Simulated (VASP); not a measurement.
TaRu, 2 atoms in the cell. The structure is tetragonal, space group P4/mmm (No. 123). Conventional cell: a = 3.047 Å, b = 3.047 Å, c = 3.386 Å, α = 90.00°, β = 90.00°, γ = 90.00°. Ta (site symmetry 4/mmm) has 8 Ru at 2.74 Å and 6 Ta at 3.05 to 3.39 Å within 3.6 Å. Within 3.6 Å of Ru (site symmetry 4/mmm) lie 8 Ta at 2.74 Å and 6 Ru at 3.05 to 3.39 Å. 

| Quantity | Value |
| --- | --- |
| Program | VASP 6.6.1 |
| Task | single point |
| Functional | r2SCAN |
| Potentials or basis | VASP PAW PBE potentials, release 64 (Ta_pv, Ru_pv) |
| Cutoff | 520 eV |
| k mesh | 18 × 18 × 16 |
| Occupations | gaussian, width 0.1 eV |
| Spin | no spin polarisation |
| Dipole correction | no |
| Further INCAR settings | ALGO = Normal; EDIFF = 1e-07; NBANDS = 20 |

Potentials or basis: VASP PAW PBE potentials, release 64 (Ta_pv, Ru_pv).

Command:

```bash
$ cat potpaw_PBE.64/Ta_pv/POTCAR potpaw_PBE.64/Ru_pv/POTCAR > POTCAR
$ cp INCAR.step1 INCAR
$ mpirun -np 1 vasp_std > vasp.out
$ cp INCAR.step2 INCAR
$ mpirun -np 1 vasp_std > vasp.out
```

Hardware: 1 thread of Intel(R) Xeon(R) Platinum 8488C (Sapphire Rapids) (shared host).

Estimate the wall time of this run.

Wall time 6.9 min on 1 thread of Intel(R) Xeon(R) Platinum 8488C (Sapphire Rapids), on a shared host, peak memory 0.4 GiB. Counts: k points 495.
